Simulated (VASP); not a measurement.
Set up this calculation in VASP 6.6.1, as the native input.

```yaml
Task: single point
Functional: PBE
Potentials_or_basis: VASP PAW PBE potentials, release 64 (Ta_pv, H)
Cutoff: 520 eV
k_mesh: 6 × 6 × 6
Occupations: gaussian, width 0.1 eV
Spin: no spin polarisation
Dipole_correction: no
Further_INCAR_settings: ALGO = Normal; EDIFF = 1e-06; NBANDS = 13
```

The structure of TaH lies in POSCAR:

```
TaH
1.0
    2.7729126917      0.0000000000      0.0000000000
    0.0000000000      2.7729126917      0.0000000000
    0.0000000000      0.0000000000      2.7729126917
Ta H
1 1
Direct
    0.0000000000      0.0000000000      0.0000000000
    0.5000000000      0.5000000000      0.5000000000
```

One way to write it, as run:

INCAR

```
SYSTEM = TaH
PREC = Accurate ; ENCUT = 520
EDIFF = 1E-6 ; ISMEAR = 0
SIGMA = 0.1 ; LREAL = .FALSE.
LASPH = .TRUE. ; NELM = 100
ALGO = Normal ; ISIF = 2
LWAVE = .FALSE. ; LCHARG = .TRUE.
GGA = PE ; LELF = .TRUE.
LVHAR = .TRUE. ; NBANDS = 13
```

KPOINTS

```
regular mesh
0
G
  6 6 6
  0 0 0
```

Potentials or basis: VASP PAW PBE potentials, release 64 (Ta_pv, H).

Run with:

```console
$ cat potpaw_PBE.64/Ta_pv/POTCAR potpaw_PBE.64/H/POTCAR > POTCAR
$ mpirun -np 1 vasp_std > vasp.out
```

Results of the run:

The pressure is -0.1 GPa and the band gap on the k mesh is zero (band 6 reaches 8.12 eV, above the bottom of band 7 at 3.06 eV).

Caveat: the k points lie up to 0.38 Å⁻¹ apart; spin-orbit coupling is left out, which moves the levels of the heavy elements.

It took 9.3 s on 1 thread of Oxide Virtual Turin-like Processor, on a shared host, peak memory 0.11 GiB.
